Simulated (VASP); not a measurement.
**AgCl: single point with PBE**

AgCl:

```
Ag Cl
1.0
     3.43397   -0.05151   -0.05151
    -0.05151    3.43397   -0.05151
    -0.05151   -0.05151    3.43397
Ag Cl
1 1
Direct
  0.00000 0.00000 0.00000
  0.50000 0.50000 0.50000
```

This cell differs from its parent crystal: equal xy, yz and zx shear strains of -3 %.

| Quantity | Value |
| --- | --- |
| Program | VASP 6.6.1 |
| Task | single point |
| Functional | PBE |
| Potentials or basis | VASP PAW PBE potentials, release 64 (Ag, Cl) |
| Cutoff | 520 eV |
| k mesh | 9 × 9 × 9 |
| Occupations | fermi-dirac, width 0.01 eV |
| Spin | no spin polarisation |
| Dipole correction | no |
| Further INCAR settings | ALGO = Normal; EDIFF = 1e-06; NBANDS = 16 |

| Property | Result |
| --- | --- |
| Pressure | -0.2 GPa |
| Band gap on the k mesh | 0.53 eV (least direct gap 2.03 eV) |

Stress tensor (GPa, compression positive):
```
-0.15 -0.35 -0.35
-0.35 -0.15 -0.35
-0.35 -0.35 -0.15
```

Levels at points of the mesh, in eV from the valence-band top:
| k point | band 7 | band 8 | band 9 | band 10 | band 11 | band 12 |
| --- | --- | --- | --- | --- | --- | --- |
| (0.00, 0.00, 0.00) | -1.71 | -1.50 | -1.50 | 0.53 | 9.39 | 9.39 |

It took 29 s on 1 thread of Intel(R) Xeon(R) Platinum 8488C (Sapphire Rapids), with other jobs on the host, peak memory 0.19 GiB.

Caveat: the cell differs from its parent crystal (equal xy, yz and zx shear strains of -3 %); semilocal functionals underestimate gaps, and a narrow one can read as zero. A k mesh can miss the band edges.
